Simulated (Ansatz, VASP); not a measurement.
## Si3N4: VASP beside Ansatz

The input INCAR:

```
SYSTEM = Si3N4
  PREC = Accurate
  ENCUT = 520
  EDIFF = 1E-8
  ISMEAR = -1
  SIGMA = 0.02
  LREAL = .False.
  LASPH = .True.
  NELM = 80
  ALGO = Normal
  ISIF = 2
  LWAVE = .False.
  LCHARG = .False.
  GGA = PE
  LEFG = .True.
  NBANDS = 45
```

Contents of KPOINTS:

```
regular mesh
0
Gamma
  4 4 10
  0 0 0
```

File POSCAR:

```
Si3N4
1.0
    7.6015000000      0.0000000000      0.0000000000
   -3.8007500000      6.5830921069      0.0000000000
    0.0000000000      0.0000000000      2.9061000000
Si N
6 8
Direct
    0.7684770000      0.1745690000      0.2500000000
    0.5939080000      0.7684770000      0.7500000000
    0.8254310000      0.5939080000      0.2500000000
    0.2315230000      0.8254310000      0.7500000000
    0.4060920000      0.2315230000      0.2500000000
    0.1745690000      0.4060920000      0.7500000000
    0.0304900000      0.3302600000      0.2500000000
    0.7002300000      0.0304900000      0.7500000000
    0.6697400000      0.7002300000      0.2500000000
    0.9695100000      0.6697400000      0.7500000000
    0.2997700000      0.9695100000      0.2500000000
    0.3302600000      0.2997700000      0.7500000000
    0.6666666667      0.3333333333      0.2500000000
    0.3333333333      0.6666666667      0.7500000000
```

Input for Ansatz:

```yaml
crystal:
  lattice:
    - [7.6015, 0.0, 0.0]
    - [-3.80075, 6.5830921069, 0.0]
    - [0.0, 0.0, 2.9061]
  atoms:
    - { symbol: Si, position: [0.768477, 0.174569, 0.25] }
    - { symbol: Si, position: [0.593908, 0.768477, 0.75] }
    - { symbol: Si, position: [0.825431, 0.593908, 0.25] }
    - { symbol: Si, position: [0.231523, 0.825431, 0.75] }
    - { symbol: Si, position: [0.406092, 0.231523, 0.25] }
    - { symbol: Si, position: [0.174569, 0.406092, 0.75] }
    - { symbol: "N", position: [0.03049, 0.33026, 0.25] }
    - { symbol: "N", position: [0.70023, 0.03049, 0.75] }
    - { symbol: "N", position: [0.66974, 0.70023, 0.25] }
    - { symbol: "N", position: [0.96951, 0.66974, 0.75] }
    - { symbol: "N", position: [0.29977, 0.96951, 0.25] }
    - { symbol: "N", position: [0.33026, 0.29977, 0.75] }
    - { symbol: "N", position: [0.6666666667, 0.3333333333, 0.25] }
    - { symbol: "N", position: [0.3333333333, 0.6666666667, 0.75] }
kpoints:
  mp_grid: { grid: [4, 4, 10] }
scf:
  occupations: { method: fermi_dirac, width: 0.02 }
hamiltonian:
  xc: pbe
  pseudopotentials: { kind: paw, frozen_core: stored }
output:
  forces: true
  stress: true
  populations: true
  efg: { quadrupole_moments_barn: { "N": 0.02044 } }
  write_density: true
  write_potential: true
  elf: true
  volumetric_format: npy
```

Alike in both runs: task electric field gradients; functional PBE; k mesh 4 × 4 × 10; occupations fermi-dirac, width 0.02 eV; no spin polarisation.

|  | VASP | Ansatz |
| --- | --- | --- |
| version | VASP 6.6.1 | Ansatz 0.2.0 |
| potentials or method | VASP PAW PBE potentials, release 64 (Si, N) | plane-wave PAW, scalar-relativistic |
| plane-wave cutoff (eV) | 520 | 420 |
| valence electrons in the cell | 64 | 64 |

|  | VASP | Ansatz | Ansatz less VASP |
| --- | --- | --- | --- |
| gap on the k mesh at the Fermi level (eV) | 4.32 | 4.33 | +0.012 |
| pressure (GPa) | 5.5 | 5.8 | +0.29 |
| traceless stress, the component that is largest in VASP (GPa) | -0.07 | -0.03 | +0.035 |
| rms of the force components (eV/Å) | 0.019 | 0.018 | -0.0005 |
| size of Vzz on the site where it differs most (V/Å²) | 46.1 | 51.0 | +4.84 |

Atom by atom the forces differ by 0.002 eV/Å (rms over components).
